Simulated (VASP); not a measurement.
# HgTe (Coloradoite) (I-4m2) in VASP: a series of runs

Runs on HgTe (Coloradoite). Level: PBE. Tasks: single point.

Program: VASP 6.6.1. These are calculated values, not measurements. Logs are shortened: lines on timing, memory, paths and dates and some standing lists are left out, and cuts for length are marked.

### 1 The cell of the first run

Symmetry: I-4m2, No. 119, tetragonal system. The conventional cell has a = 4.455 Å, b = 4.455 Å, c = 6.429 Å, α = 90.00°, β = 90.00°, γ = 90.00°. Within 3.6 Å of Hg (site symmetry -4m2) lie 4 Te at 2.75 Å. Te (site symmetry -4m2) has 4 Hg at 2.75 Å within 3.6 Å.

### 2 Single point, PBE

Input file INCAR:

```
SYSTEM = HgTe
PREC     = Accurate       ! precision mode
ENCUT    = 520            ! plane-wave cutoff, eV
EDIFF    = 1E-6           ! SCF threshold, eV
ISMEAR   = -1             ! smearing method
SIGMA    = 0.05           ! smearing width, eV
LREAL    = .False.        ! projectors in reciprocal space
LASPH    = .True.         ! aspherical terms in the spheres
NELM     = 80             ! most SCF steps
ALGO     = Normal         ! electronic algorithm
ISIF     = 2              ! what is computed and relaxed
LWAVE    = .False.        ! write WAVECAR
LCHARG   = .True.         ! write CHGCAR
GGA      = PE             ! functional
LELF     = .True.         ! ELF
LVHAR    = .True.       
NBANDS   = 16             ! bands
```

Input file KPOINTS:

```
regular mesh
0
Gamma
  6 6 6
  0 0 0
```

Input file POSCAR:

```
HgTe
1.0
    0.0000000000      3.1502100000      3.2145000000
    3.1502100000      0.0000000000      3.2145000000
    3.1502100000      3.1502100000      0.0000000000
Hg Te
1 1
Direct
    0.0000000000      0.0000000000      0.0000000000
    0.7500000000      0.7500000000      0.7500000000
```

Potentials or basis: VASP PAW PBE potentials, release 64 (Hg, Te).

Run with:

```sh
cat potpaw_PBE.64/Hg/POTCAR potpaw_PBE.64/Te/POTCAR > POTCAR
mpirun -np 1 vasp_std > vasp.out
```

OUTCAR:

```text
SYSTEM = HgTe
   PREC = Accurate
   ENCUT = 520
   EDIFF = 1E-6
   ISMEAR = -1
   LREAL = .False.
   LASPH = .True.
   NELM = 80
   ISIF = 2
   GGA = PE

 ion  position               nearest neighbor table
   1  0.000  0.000  0.000-   2 2.75   2 2.75   2 2.75   2 2.75
   2  0.750  0.750  0.750-   1 2.75   1 2.75   1 2.75   1 2.75

  LATTYP: Found a body centered tetragonal cell.
 ALAT       =     4.4550697063
 C/A-ratio  =     1.4430750636

  Lattice vectors:

 A1 = (  -3.1502100000,   0.0000000000,   3.2145000000)
 A2 = (   3.1502100000,   0.0000000000,   3.2145000000)
 A3 = (   0.0000000000,   3.1502100000,  -3.2145000000)

Analysis of symmetry for initial positions (statically):
=====================================================================
 Subroutine PRICEL returns:
 Original cell was already a primitive cell.

 Routine SETGRP: Setting up the symmetry group for a
 body centered tetragonal supercell.

 Subroutine GETGRP returns: Found  8 space group operations
 (whereof  8 operations were pure point group operations)
 out of a pool of 16 trial point group operations.

The static configuration has the point symmetry D_2d.

Analysis of symmetry for dynamics (positions and initial velocities):
=====================================================================
 Subroutine PRICEL returns:
 Original cell was already a primitive cell.

 Routine SETGRP: Setting up the symmetry group for a
 body centered tetragonal supercell.

 Subroutine GETGRP returns: Found  8 space group operations
 (whereof  8 operations were pure point group operations)
 out of a pool of 16 trial point group operations.

The dynamic configuration has the point symmetry D_2d.

 Subroutine INISYM returns: Found  8 space group operations
 (whereof  8 operations are pure point group operations),
 and found     1 'primitive' translations

----------------------------------------------------------------------------------------

                                     Primitive cell

  volume of cell :      63.8003

  direct lattice vectors                    reciprocal lattice vectors
     0.000000000  3.150210000  3.214500000    -0.158719577  0.158719577  0.155545186
     3.150210000  0.000000000  3.214500000     0.158719577 -0.158719577  0.155545186
     3.150210000  3.150210000  0.000000000     0.158719577  0.158719577 -0.155545186

  length of vectors
     4.500759191  4.500759191  4.455069706     0.273089936  0.273089936  0.273089936

  position of ions in fractional coordinates (direct lattice)
     0.000000000  0.000000000  0.000000000
     0.750000000  0.750000000  0.750000000

  ion indices of the primitive-cell ions
   primitive index   ion index
                 1           1
                 2           2

----------------------------------------------------------------------------------------

 KPOINTS: regular mesh

Automatic generation of k-mesh.
 Grid dimensions read from file:
 generate k-points for:    6    6    6

 Generating k-lattice:

  Cartesian coordinates                     Fractional coordinates (reciprocal lattice)
    -0.026453263  0.026453263  0.025924198     0.166666667  0.000000000  0.000000000
     0.026453263 -0.026453263  0.025924198     0.000000000  0.166666667  0.000000000
     0.026453263  0.026453263 -0.025924198     0.000000000  0.000000000  0.166666667

  Length of vectors
     0.045514989  0.045514989  0.045514989

  Shift w.r.t. Gamma in fractional coordinates (k-lattice)
     0.000000000  0.000000000  0.000000000

 Subroutine IBZKPT returns following result:
 ===========================================

 Found     30 irreducible k-points:

 Following reciprocal coordinates:
            Coordinates               Weight
  0.000000  0.000000  0.000000      1.000000
  0.166667  0.000000  0.000000      8.000000
  0.333333  0.000000  0.000000      8.000000
  0.500000  0.000000  0.000000      4.000000
  0.166667  0.166667  0.000000      2.000000
  0.333333  0.166667  0.000000      8.000000
[... 16 lines left out ...]
  0.333333  0.000000  0.333333      4.000000
  0.500000  0.000000  0.333333     16.000000
 [... further k-points ...]
   k-points           NKPTS =     30   k-points in BZ     NKDIM =     30   number of bands    NBANDS=     16
   number of dos      NEDOS =    301   number of ions     NIONS =      2
   total plane-waves  NPLWV =  46656
   dimension x,y,z NGX =    36 NGY =   36 NGZ =   36
   dimension x,y,z NGXF=    72 NGYF=   72 NGZF=   72
   ions per type =               1   1
   NGX,Y,Z   is equivalent  to a cutoff of  13.30, 13.30, 13.43 a.u.
   NGXF,Y,Z  is equivalent  to a cutoff of  26.59, 26.59, 26.87 a.u.
 SYSTEM =  HgTe
   PREC   = accura    normal or accurate (medium, high low for compatibility)
   ISTART =      0    job   : 0-new  1-cont  2-samecut
   ICHARG =      2    charge: 1-file 2-atom 10-const
   ISPIN  =      1    spin polarized calculation?
   LNONCOLLINEAR =      F non collinear calculations
   LSORBIT =      F    spin-orbit coupling
   LASPH  =      T    aspherical Exc in radial PAW
   ENCUT  =  520.0 eV  38.22 Ry    6.18 a.u.   8.37  8.37  8.28*2*pi/ulx,y,z
   NELM   =     80;   NELMIN=  2; NELMDL= -5     # of ELM steps
   EDIFF  = 0.1E-05   stopping-criterion for ELM
   LREAL  =      F    real-space projection
   EDIFFG = 0.1E-04   stopping-criterion for IOM
   NSW    =      0    number of steps for IOM
   IBRION =     -1    ionic relax: 0-MD 1-quasi-New 2-CG
   NFREE  =      0    steps in history (QN), initial steepest desc. (CG)
   ISIF   =      2    stress and relaxation
   ISYM   =      2    0-nonsym 1-usesym 2-fastsym
   POTIM  = 0.5000    time-step for ionic-motion
   TEBEG  =    0.0;   TEEND  =   0.0 temperature during run
   PSTRESS=    0.0 pullay stress
   NELECT =      18.0000    total number of electrons
   NUPDOWN=      -1.0000    fix difference up-down
   EMIN   =  10.00;   EMAX   =-10.00  energy-range for DOS
   EFERMI =   0.00;   METHOD = LEGACY
   ISMEAR =    -1;   SIGMA  =   0.05  broadening in eV -4-tet -1-fermi 0-gaus
   EFERMI_NEDOS =   21; number of points for ismear=-14 and -15
   IALGO  =     38    algorithm
   IMIX   =      4    mixing-type and parameters
     AMIX     =   0.40;   BMIX     =  1.00
     AMIX_MAG =   1.60;   BMIX_MAG =  1.00
  volume/ion in A,a.u.               =      31.90       215.27
  Fermi-wavevector in a.u.,A,eV,Ry     =   1.073721  2.029039 15.685846  1.152877
  Thomas-Fermi vector in A             =   2.209529
   LORBIT       =      0    0 simple, 1 ext, 2 COOP (PROOUT), +10 PAW based schemes
   GGA     = PE    functional components
   LHFCALC =     F    Hartree Fock is set to
   AEXX    =    0.0000 exact exchange contribution
   IVDW    =     0    specifies the selected vdW correction
   LEPSILON=     F    determine dielectric tensor
   LRPA    =     F    only Hartree local field effects (RPA)
 non-spin polarized calculation
  energy-cutoff  :      520.00
  volume of cell :       63.80
 maximum number of plane-waves:      1743
 NGX is ok and might be reduce to    36
   NGX = 17   NGY = 17   NGZ = 17

 number of electron      17.9999999 magnetization

 Free energy of the ion-electron system (eV)
  ---------------------------------------------------
  ext. energy  EPLUGINS =         0.00000000
  ---------------------------------------------------
  free energy    TOTEN  =        -3.44641209 eV

  energy without entropy =       -3.44555053  energy(sigma->0) =       -3.44598131

 E-fermi :   3.7678     XC(G=0):  -9.0033

 val. band max:        3.7529276376   @ k =   0.0000   0.0000   0.0000
 cond. band min:       4.4292163232   @ k =   0.5000   0.0000   0.0000
 fundamental gap:      0.6762886856
 Fermi energy:         3.7678298642

 k-point     1 :       0.0000    0.0000    0.0000
  band No.  band energies     occupation
      1      -8.6883      2.00000
      2      -3.9859      2.00000
      3      -3.9805      2.00000
      4      -3.9805      2.00000
      5      -3.3907      2.00000
      6      -3.3737      2.00000
[... 8 lines left out ...]
     15      13.2066      0.00000
     16      13.3854      0.00000

 k-point     2 :       0.1667    0.0000    0.0000
  band No.  band energies     occupation
      1      -8.5392      2.00000
      2      -3.9456      2.00000
      3      -3.9391      2.00000
      4      -3.9263      2.00000
      5      -3.3927      2.00000
      6      -3.3789      2.00000
[... 8 lines left out ...]
     15      12.2160      0.00000
     16      12.3519      0.00000

 k-point     3 :       0.3333    0.0000    0.0000
  band No.  band energies     occupation
      1      -8.2172      2.00000
      2      -3.8760      2.00000
      3      -3.8663      2.00000
      4      -3.6209      2.00000
      5      -3.3770      2.00000
      6      -3.3729      2.00000
[... 8 lines left out ...]
     15      12.6169      0.00000
     16      12.6370      0.00000

 k-point     4 :       0.5000    0.0000    0.0000
  band No.  band energies     occupation
      1      -8.0434      2.00000
      2      -3.8504      2.00000
      3      -3.8376      2.00000
      4      -3.3587      2.00000
      5      -3.3585      2.00000
      6      -3.0377      2.00000
[... 8 lines left out ...]
     15      13.7787      0.00000
     16      13.8954      0.00000

 k-point     5 :       0.1667    0.1667    0.0000
  band No.  band energies     occupation
      1      -8.4919      2.00000
      2      -3.9693      2.00000
      3      -3.8977      2.00000
      4      -3.8977      2.00000
      5      -3.4197      2.00000
      6      -3.3576      2.00000
[... 8 lines left out ...]
     15      12.1988      0.00000
     16      13.6041      0.00000

 k-point     6 :       0.3333    0.1667    0.0000
  band No.  band energies     occupation
      1      -8.2251      2.00000
      2      -3.8889      2.00000
      3      -3.8140      2.00000
      4      -3.7410      2.00000
      5      -3.4050      2.00000
      6      -3.3465      2.00000
[... 8 lines left out ...]
     15      13.1184      0.00000
     16      13.4956      0.00000
[... 267 lines left out ...]
 k-point    21 :      -0.1667    0.3333    0.1667
  band No.  band energies     occupation
      1      -7.9918      2.00000
      2      -3.7974      2.00000
      3      -3.7627      2.00000
      4      -3.5811      2.00000
      5      -3.3577      2.00000
      6      -3.2156      2.00000
[... 8 lines left out ...]
     15      14.2366      0.00000
     16      14.7230      0.00000

 k-point    22 :      -0.3333    0.5000    0.1667
  band No.  band energies     occupation
      1      -7.8221      2.00000
      2      -3.7593      2.00000
      3      -3.6527      2.00000
      4      -3.5181      2.00000
      5      -3.3645      2.00000
      6      -2.7256      2.00000
[... 8 lines left out ...]
     15      14.7587      0.00000
     16      15.0383      0.00000

 k-point    23 :       0.3333    0.0000    0.3333
  band No.  band energies     occupation
      1      -8.0494      2.00000
      2      -3.8648      2.00000
      3      -3.7231      2.00000
      4      -3.6930      2.00000
      5      -3.3382      2.00000
      6      -3.3254      2.00000
[... 8 lines left out ...]
     15      13.7435      0.00000
     16      15.6113      0.00000

 k-point    24 :       0.5000    0.0000    0.3333
  band No.  band energies     occupation
      1      -7.8732      2.00000
      2      -3.7977      2.00000
      3      -3.6573      2.00000
      4      -3.5913      2.00000
      5      -3.3333      2.00000
      6      -3.0000      2.00000
[... 8 lines left out ...]
     15      14.1776      0.00000
     16      15.3089      0.00000

 [... further k-points ...]

------------------------ aborting loop because EDIFF is reached ----------------------------------------

  FORCE on cell =-STRESS in cart. coord.  units (eV):
  Direction    XX          YY          ZZ          XY          YZ          ZX
  --------------------------------------------------------------------------------------
  -------------------------------------------------------------------------------------
  Total        2.8873231      2.8873231      2.8146550      0.0000000     -0.0000000     -0.0000000
  in kB       72.5075998     72.5075998     70.6827287      0.0000000     -0.0000000     -0.0000000
  external PRESSURE =      71.8993095 kB  Pullay stress =       0.0000000 kB

 VOLUME and BASIS-vectors are now :
 -----------------------------------------------------------------------------
  energy-cutoff  :      520.00
  volume of cell :       63.80
      direct lattice vectors                 reciprocal lattice vectors
     0.000000000  3.150210000  3.214500000    -0.158719577  0.158719577  0.155545186
     3.150210000  0.000000000  3.214500000     0.158719577 -0.158719577  0.155545186
     3.150210000  3.150210000  0.000000000     0.158719577  0.158719577 -0.155545186

 POSITION                                       TOTAL-FORCE (eV/Angst)
 -----------------------------------------------------------------------------------
      0.00000      0.00000      0.00000        -0.000000     -0.000000      0.000000
      4.72532      4.72532      4.82175         0.000000      0.000000     -0.000000
 -----------------------------------------------------------------------------------
    total drift:                               -0.000000     -0.000000      0.000000

  FREE ENERGIE OF THE ION-ELECTRON SYSTEM (eV)
  ---------------------------------------------------
  free  energy   TOTEN  =        -3.4464120921 eV

  energy  without entropy=       -3.4455505304  energy(sigma->0) =       -3.44598131
```

Run time: 28 s. Hardware: 1 thread of AMD EPYC 9R45 (Zen 5), shared host; peak memory 0.18 GiB.

What came out:

```yaml
Free_energy: -3.4464 eV
Pressure: 7.2 GPa
Band_gap_on_the_k_mesh: zero (filled and empty bands touch)
```

Caveat: spin-orbit coupling is left out, which moves the levels of the heavy elements.

### 3 Single point, PBE

This run uses another cell than the first one, of 32.55 Å³/atom, 1.021 times its volume.

Input file INCAR:

```
PREC = Accurate
ENCUT = 520
EDIFF = 1E-6
ISMEAR = -1
SIGMA = 0.05
LREAL = False
LASPH = True
NELM = 100
ALGO = Normal
ISIF = 2
LWAVE = False
LCHARG = False
GGA = PE
NBANDS = 16
```

Input file KPOINTS:

```
Automatic mesh
0
Gamma
  6 6 6
```

Input file POSCAR:

```
HgTe
1.0
    0.0000000000      3.1823550000      3.2145000000
    3.1823550000      0.0000000000      3.2145000000
    3.1823550000      3.1823550000      0.0000000000
Hg Te
1 1
Direct
    0.0000000000      0.0000000000      0.0000000000
    0.7500000000      0.7500000000      0.7500000000
```

Potentials or basis: VASP PAW PBE potentials, release 64 (Hg, Te).

Run with:

```sh
cat potpaw_PBE.64/Hg/POTCAR potpaw_PBE.64/Te/POTCAR > POTCAR
mpirun -np 1 vasp_std > vasp.out
```

It took 27 s on 1 thread of AMD EPYC 9R45 (Zen 5), shared host; peak memory 0.18 GiB.

The run converged. Its results:

| Property | Result |
| --- | --- |
| Free energy | -3.5004 eV |
| Pressure | 5.9 GPa |
| Band gap on the k mesh | zero (filled and empty bands touch) |

Stress tensor (GPa, compression positive):
```
5.91 0.00 0.00
0.00 5.91 0.00
0.00 0.00 5.81
```

Levels at points of the mesh, in eV from the Fermi level:
```
           k point  band 7  band 8  band 9  band 10  band 11  band 12
(0.00, 0.00, 0.00)   -0.67   -0.06   -0.02    -0.02     4.12     4.12
(0.50, 0.00, 0.00)   -5.78   -1.12   -1.07     0.67     4.92     4.98
(0.50, 0.50, 0.00)   -5.71   -2.44   -2.44     1.89     2.38     8.28
(0.50, 0.00, 0.50)   -5.66   -2.50   -2.47     1.82     2.34     8.34
```

Caveat: spin-orbit coupling is left out, which moves the levels of the heavy elements.

### 4 Single point, PBE

This run uses another cell than the first one, of 33.88 Å³/atom, 1.062 times its volume.

Input file INCAR:

```
  PREC = Accurate
  ENCUT = 520
  EDIFF = 1E-6
  ISMEAR = -1
  SIGMA = 0.05
  LREAL = False
  LASPH = True
  NELM = 60
  ALGO = Normal
  ISIF = 2
  LWAVE = False
  LCHARG = True
  GGA = PE
  LELF = True
  LVHAR = True
  NBANDS = 16
```

KPOINTS is that of step 3.

Input file POSCAR:

```
HgTe
1.0
    0.0000000000      3.2466450000      3.2145000000
    3.2466450000      0.0000000000      3.2145000000
    3.2466450000      3.2466450000      0.0000000000
Hg Te
1 1
Direct
    0.0000000000      0.0000000000      0.0000000000
    0.7500000000      0.7500000000      0.7500000000
```

Run with:

```sh
cat potpaw_PBE.64/Hg/POTCAR potpaw_PBE.64/Te/POTCAR > POTCAR
mpirun -np 1 vasp_std > vasp.out
```

Wall time 28 s (1 thread of AMD EPYC 9R45 (Zen 5), shared host); peak memory 0.18 GiB.

It converged, with:

```yaml
Free_energy: -3.5790 eV
Pressure: 3.6 GPa
```

Stress tensor (GPa, compression positive):
```
3.56 0.00 0.00
0.00 3.56 0.00
0.00 0.00 3.67
```

Levels at points of the mesh, in eV from the Fermi level:
```
           k point  band 5  band 6  band 7  band 8  band 9  band 10  band 11  band 12  band 13  band 14
(0.00, 0.00, 0.00)   -6.85   -6.85   -0.77   -0.05   -0.05    -0.02     4.20     4.20     4.20     6.45
(0.50, 0.00, 0.00)   -6.83   -6.55   -5.51   -1.04   -0.99     0.67     4.97     5.02     6.83     7.86
(0.50, 0.50, 0.00)   -6.79   -6.39   -5.43   -2.32   -2.32     1.81     2.43     8.21     8.81     8.81
(0.50, 0.00, 0.50)   -6.79   -6.40   -5.47   -2.29   -2.27     1.89     2.47     8.15     8.78     8.83
```

Caveat: spin-orbit coupling is left out, which moves the levels of the heavy elements.

(Continued in part 2 of 2.)
